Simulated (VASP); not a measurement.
Input of a VASP 6.6.1 run:

Contents of POSCAR:

```
PbO
1.0
    3.9744000000      0.0000000000      0.0000000000
    0.0000000000      3.9744000000      0.0000000000
    0.0000000000      0.0000000000      5.0219000000
Pb O
2 2
Direct
    0.0000000000      0.5000000000      0.2356000000
    0.5000000000      0.0000000000      0.7644000000
    0.0000000000      0.0000000000      0.0000000000
    0.5000000000      0.5000000000      0.0000000000
```

File INCAR.step1:

```
SYSTEM = PbO
  PREC = Accurate
  ENCUT = 600
  ISMEAR = 0
  SIGMA = 0.02
  LREAL = .FALSE.
  LASPH = .TRUE.
  NELM = 100
  GGA = PE
  ALGO = Normal
  EDIFF = 1E-4
  LWAVE = .TRUE.
  LCHARG = .FALSE.
```

INCAR.step2

```
SYSTEM = PbO
  PREC = Accurate
  ENCUT = 600
  EDIFF = 1E-6
  ISMEAR = 0
  SIGMA = 0.02
  LREAL = .FALSE.
  LASPH = .TRUE.
  NELM = 100
  ALGO = Normal
  ISIF = 3
  LWAVE = .FALSE.
  LCHARG = .FALSE.
  METAGGA = R2SCAN
  LMIXTAU = .TRUE.
  LUSE_VDW = .TRUE.
  IVDW_NL = 2
  BPARAM = 11.95
  CPARAM = 0.0093
  IBRION = 2
  NSW = 100
  EDIFFG = -0.002
  ISTART = 1
```

Contents of KPOINTS:

```
regular mesh
0
G
  8 8 6
  0 0 0
```

Potentials or basis: VASP PAW PBE potentials, release 64 (Pb_d, O).

Launch:

```bash
$ cat potpaw_PBE.64/Pb_d/POTCAR potpaw_PBE.64/O/POTCAR > POTCAR
$ cp INCAR.step1 INCAR
$ mpirun -np 1 vasp_std > vasp.out
$ cp INCAR.step2 INCAR
$ mpirun -np 1 vasp_std > vasp.out
```

Task: Estimate the relaxed cell.

Result: a = 3.990 Å, b = 3.990 Å, c = 4.990 Å, α = 90.00°, β = 90.00°, γ = 90.00°.

Task: Estimate the band gap on the k mesh.

Result: 1.48 eV (least direct gap 2.60 eV).

Final structure:
```xyz
4
Lattice="3.9902 0.0000 0.0000 0.0000 3.9902 0.0000 0.0000 0.0000 4.9899" Properties=species:S:1:pos:R:3 pbc="T T T"
Pb    0.0000    1.9951    1.1866
Pb    1.9951    0.0000    3.8033
O     0.0000    0.0000    0.0000
O     1.9951    1.9951    0.0000
```

Caveat: spin-orbit coupling is left out, which moves the levels of the heavy elements. r2SCAN opens gaps a little over a GGA but as a rule still falls short of measured ones.
